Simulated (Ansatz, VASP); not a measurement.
**One calculation of SiC, two programs**

```
Si C
1.0
     3.07569    0.00000    0.00000
    -1.53785    2.66363    0.00000
     0.00000    0.00000   10.07065
Si C
4 4
Direct
  0.66667 0.33333 0.93784
  0.33333 0.66667 0.43784
  0.00000 0.00000 0.68789
  0.00000 0.00000 0.18789
  0.66667 0.33333 0.74980
  0.33333 0.66667 0.24980
  0.00000 0.00000 0.50046
  0.00000 0.00000 0.00046
```

Alike in both runs: task relaxation of cell and atoms; functional LDA; k mesh 10 × 10 × 3; no spin polarisation.

```csv
,VASP,Ansatz
version,VASP 6.6.1,Ansatz 0.2.0
potentials or method,"VASP PAW LDA potentials, release 64 (Si, C)","scalar-relativistic, plane waves, PAW"
plane-wave cutoff (eV),600,420
occupations,"gaussian, width 0.01 eV",fixed
valence electrons in the cell,32,32
```

```csv
,VASP,Ansatz,Ansatz less VASP
"gap on the k mesh at the Fermi level, each at its own relaxed structure (eV)",2.17,2.18,+0.010
relaxed volume (Å³/atom),10.15,10.14,-0.011
relaxed cell length with the largest relative difference (Å),10.016,10.012,-0.0037
```

LDA's correlation is that of Perdew and Zunger in VASP and of Perdew and Wang (1992) in Ansatz.
